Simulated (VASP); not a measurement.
# KBr in VASP: notebook

Runs on KBr. Level: PBE. Tasks: single point.

Program: VASP 6.6.1. These are calculated values, not measurements. Logs are shortened: lines on timing, memory, paths and dates and some standing lists are left out, and cuts for length are marked.

## 1. The cell of the first run

It takes space group Fm-3m (No. 225, cubic). Conventional cell: a = 6.604 Å, b = 6.604 Å, c = 6.604 Å, α = 90.00°, β = 90.00°, γ = 90.00°. Within 4.3 Å of K (site symmetry m-3m) lie 6 Br at 3.30 Å. Br (site symmetry m-3m) has 6 K at 3.30 Å within 4.3 Å.

## 2. Single point, PBE

INCAR

```
SYSTEM = KBr
PREC = Accurate
ENCUT = 520
EDIFF = 1E-6
ISMEAR = 0
SIGMA = 0.01
LREAL = .False.
LASPH = .True.
NELM = 80
ALGO = Normal
ISIF = 2
LWAVE = .False.
LCHARG = .True.
GGA = PE
LELF = .True.
LVHAR = .True.
NBANDS = 15
```

KPOINTS

```
regular mesh
0
Gamma
  4 4 4
  0 0 0
```

POSCAR

```
KBr
1.0
    0.0000000000      3.3022478147      3.3022478147
    3.3022478147      0.0000000000      3.3022478147
    3.3022478147      3.3022478147      0.0000000000
K Br
1 1
Direct
    0.0000000000      0.0000000000      0.0000000000
    0.5000000000      0.5000000000      0.5000000000
```

Potentials or basis: VASP PAW PBE potentials, release 64 (K_sv, Br).

Started as:

```
cat potpaw_PBE.64/K_sv/POTCAR potpaw_PBE.64/Br/POTCAR > POTCAR
mpirun -np 1 vasp_std > vasp.out
```

OUTCAR:

```text
SYSTEM = KBr
   PREC = Accurate
   ENCUT = 520
   EDIFF = 1E-6
   ISMEAR = 0
   LREAL = .False.
   LASPH = .True.
   NELM = 80
   ISIF = 2
   GGA = PE

 ion  position               nearest neighbor table
   1  0.000  0.000  0.000-   2 3.30   2 3.30   2 3.30   2 3.30   2 3.30   2 3.30
   2  0.500  0.500  0.500-   1 3.30   1 3.30   1 3.30   1 3.30   1 3.30   1 3.30

  LATTYP: Found a face centered cubic cell.
 ALAT       =     6.6044956294

  Lattice vectors:

 A1 = (   0.0000000000,   3.3022478147,   3.3022478147)
 A2 = (   3.3022478147,   0.0000000000,   3.3022478147)
 A3 = (   3.3022478147,   3.3022478147,   0.0000000000)

Analysis of symmetry for initial positions (statically):
=====================================================================
 Subroutine PRICEL returns:
 Original cell was already a primitive cell.

 Routine SETGRP: Setting up the symmetry group for a
 face centered cubic supercell.

 Subroutine GETGRP returns: Found 48 space group operations
 (whereof 48 operations were pure point group operations)
 out of a pool of 48 trial point group operations.

The static configuration has the point symmetry O_h .

Analysis of symmetry for dynamics (positions and initial velocities):
=====================================================================
 Subroutine PRICEL returns:
 Original cell was already a primitive cell.

 Routine SETGRP: Setting up the symmetry group for a
 face centered cubic supercell.

 Subroutine GETGRP returns: Found 48 space group operations
 (whereof 48 operations were pure point group operations)
 out of a pool of 48 trial point group operations.

The dynamic configuration has the point symmetry O_h .

 Subroutine INISYM returns: Found 48 space group operations
 (whereof 48 operations are pure point group operations),
 and found     1 'primitive' translations

----------------------------------------------------------------------------------------

                                     Primitive cell

  volume of cell :      72.0210

  direct lattice vectors                    reciprocal lattice vectors
     0.000000000  3.302247815  3.302247815    -0.151412016  0.151412016  0.151412016
     3.302247815  0.000000000  3.302247815     0.151412016 -0.151412016  0.151412016
     3.302247815  3.302247815  0.000000000     0.151412016  0.151412016 -0.151412016

  length of vectors
     4.670083646  4.670083646  4.670083646     0.262253305  0.262253305  0.262253305

  position of ions in fractional coordinates (direct lattice)
     0.000000000  0.000000000  0.000000000
     0.500000000  0.500000000  0.500000000

  ion indices of the primitive-cell ions
   primitive index   ion index
                 1           1
                 2           2
[... 69 lines left out ...]
   EFERMI =   0.00;   METHOD = LEGACY
   ISMEAR =     0;   SIGMA  =   0.01  broadening in eV -4-tet -1-fermi 0-gaus
   EFERMI_NEDOS =   21; number of points for ismear=-14 and -15
   IALGO  =     38    algorithm
   IMIX   =      4    mixing-type and parameters
     AMIX     =   0.40;   BMIX     =  1.00
     AMIX_MAG =   1.60;   BMIX_MAG =  1.00
  volume/ion in A,a.u.               =      36.01       243.01
  Fermi-wavevector in a.u.,A,eV,Ry     =   0.991506  1.873674 13.375661  0.983083
  Thomas-Fermi vector in A             =   2.123252
   LORBIT       =      0    0 simple, 1 ext, 2 COOP (PROOUT), +10 PAW based schemes
   GGA     = PE    functional components
   LHFCALC =     F    Hartree Fock is set to
   AEXX    =    0.0000 exact exchange contribution
   IVDW    =     0    specifies the selected vdW correction
   LEPSILON=     F    determine dielectric tensor
   LRPA    =     F    only Hartree local field effects (RPA)
 non-spin polarized calculation
 Gauss-broadening in eV      SIGMA  =   0.01
  energy-cutoff  :      520.00
  volume of cell :       72.02
 maximum number of plane-waves:      1964
 NGX is ok and might be reduce to    36
   NGX = 17   NGY = 17   NGZ = 17

 number of electron      15.9999997 magnetization

 Free energy of the ion-electron system (eV)
  ---------------------------------------------------
  ext. energy  EPLUGINS =         0.00000000
  ---------------------------------------------------
  free energy    TOTEN  =        -6.21535685 eV

  energy without entropy =       -6.21535685  energy(sigma->0) =       -6.21535685

 E-fermi :  -1.6929     XC(G=0):  -7.3621

 val. band max:       -1.7480383190   @ k =   0.0000   0.0000   0.0000
 cond. band min:       2.6801138526   @ k =   0.0000   0.0000   0.0000
 fundamental gap:      4.4281521716
 Fermi energy:        -1.6929176555

 k-point     1 :       0.0000    0.0000    0.0000
  band No.  band energies     occupation
      1     -29.5344      2.00000
      2     -14.0376      2.00000
      3     -13.0115      2.00000
      4     -13.0115      2.00000
      5     -13.0115      2.00000
      6      -1.7480      2.00000
      7      -1.7480      2.00000
      8      -1.7480      2.00000
      9       2.6801      0.00000
     10       5.8551      0.00000
     11       5.8551      0.00000
     12       5.8551      0.00000
     13       6.6770      0.00000
     14       6.6770      0.00000
[... 113 lines left out ...]
      2     -14.0368      2.00000
      3     -13.0740      2.00000
      4     -13.0740      2.00000
      5     -12.9155      2.00000
      6      -2.3336      2.00000
      7      -2.3336      2.00000
      8      -2.2826      2.00000
      9       5.6363      0.00000
     10       5.6363      0.00000
     11       6.5017      0.00000
     12       7.2462      0.00000
     13       8.9392      0.00000
     14       9.0433      0.00000
     15       9.2649      0.00000

------------------------ aborting loop because EDIFF is reached ----------------------------------------

  FORCE on cell =-STRESS in cart. coord.  units (eV):
  Direction    XX          YY          ZZ          XY          YZ          ZX
  --------------------------------------------------------------------------------------
  -------------------------------------------------------------------------------------
  Total        0.3259535      0.3259535      0.3259535      0.0000000      0.0000000      0.0000000
  in kB        7.2511562      7.2511562      7.2511562      0.0000000      0.0000000      0.0000000
  external PRESSURE =       7.2511562 kB  Pullay stress =       0.0000000 kB

 VOLUME and BASIS-vectors are now :
 -----------------------------------------------------------------------------
  energy-cutoff  :      520.00
  volume of cell :       72.02
      direct lattice vectors                 reciprocal lattice vectors
     0.000000000  3.302247815  3.302247815    -0.151412016  0.151412016  0.151412016
     3.302247815  0.000000000  3.302247815     0.151412016 -0.151412016  0.151412016
     3.302247815  3.302247815  0.000000000     0.151412016  0.151412016 -0.151412016

 POSITION                                       TOTAL-FORCE (eV/Angst)
 -----------------------------------------------------------------------------------
      0.00000      0.00000      0.00000         0.000000      0.000000      0.000000
      3.30225      3.30225      3.30225        -0.000000     -0.000000     -0.000000
 -----------------------------------------------------------------------------------
    total drift:                                0.000000      0.000000      0.000000

  FREE ENERGIE OF THE ION-ELECTRON SYSTEM (eV)
  ---------------------------------------------------
  free  energy   TOTEN  =        -6.2153568524 eV

  energy  without entropy=       -6.2153568524  energy(sigma->0) =       -6.21535685
```

It took 24 s on 1 thread of Intel Xeon 8259CL, shared host; peak memory 0.2 GiB.

What came out:

```yaml
Free_energy: -6.2154 eV
Pressure: 0.7 GPa
Band_gap_on_the_k_mesh: 4.43 eV
```

Levels at points of the mesh, in eV from the valence-band top:
```csv
k point,band 6,band 7,band 8,band 9,band 10,band 11
"(0.00, 0.00, 0.00)",0.00,0.00,0.00,4.43,7.60,7.60
"(0.50, 0.00, 0.00)",-1.17,-0.33,-0.33,6.59,8.23,9.76
"(0.50, 0.50, 0.00)",-0.81,-0.28,-0.28,5.87,7.19,9.36
```

## 3. Single point, PBE (epitaxial xy strain -2.5%)

INCAR

```
SYSTEM = KBr
  ALGO = Normal
  EDIFF = 1E-6
  ENCUT = 520
  GGA = PE
  ISIF = 2
  ISMEAR = 0
  LASPH = .TRUE.
  LCHARG = .FALSE.
  LREAL = .FALSE.
  LWAVE = .FALSE.
  NBANDS = 15
  NELM = 100
  PREC = Accurate
  SIGMA = 0.01
```

KPOINTS

```
k-points
0
G
  4 4 4
  0 0 0
```

POSCAR

```
KBr
1.0
    0.0000000000      3.2196916193      3.3244293903
    3.2196916193      0.0000000000      3.3244293903
    3.2196916193      3.2196916193      0.0000000000
K Br
1 1
Direct
    0.0000000000      0.0000000000      0.0000000000
    0.5000000000      0.5000000000      0.5000000000
```

Potentials or basis: VASP PAW PBE potentials, release 64 (K_sv, Br).

Started as:

```
cat potpaw_PBE.64/K_sv/POTCAR potpaw_PBE.64/Br/POTCAR > POTCAR
mpirun -np 1 vasp_std > vasp.out
```

It took 30 s on 1 thread of Intel Xeon 8259CL, shared host; peak memory 0.2 GiB.

Results (log left out):

```
Free energy            : -6.1876 eV
Pressure               : 1.6 GPa
Band gap on the k mesh : 4.54 eV
```

Stress tensor (GPa, compression positive):
```
2.01 0.00 0.00
0.00 2.01 0.00
0.00 0.00 0.77
```

Levels at points of the mesh, in eV from the valence-band top:
```csv
k point,band 5,band 6,band 7,band 8,band 9,band 10,band 11,band 12
"(0.00, 0.00, 0.00)",-11.18,-0.02,0.00,0.00,4.54,7.47,7.67,7.67
"(0.50, 0.00, 0.00)",-10.90,-1.27,-0.38,-0.37,6.67,8.38,9.87,9.87
"(0.50, 0.50, 0.00)",-11.22,-0.90,-0.27,-0.27,5.83,7.33,9.38,9.62
"(0.50, 0.00, 0.50)",-11.22,-0.85,-0.33,-0.32,5.80,7.36,9.46,9.79
```

Caveat: the cell differs from its parent crystal (epitaxial xy strain -2.5%).
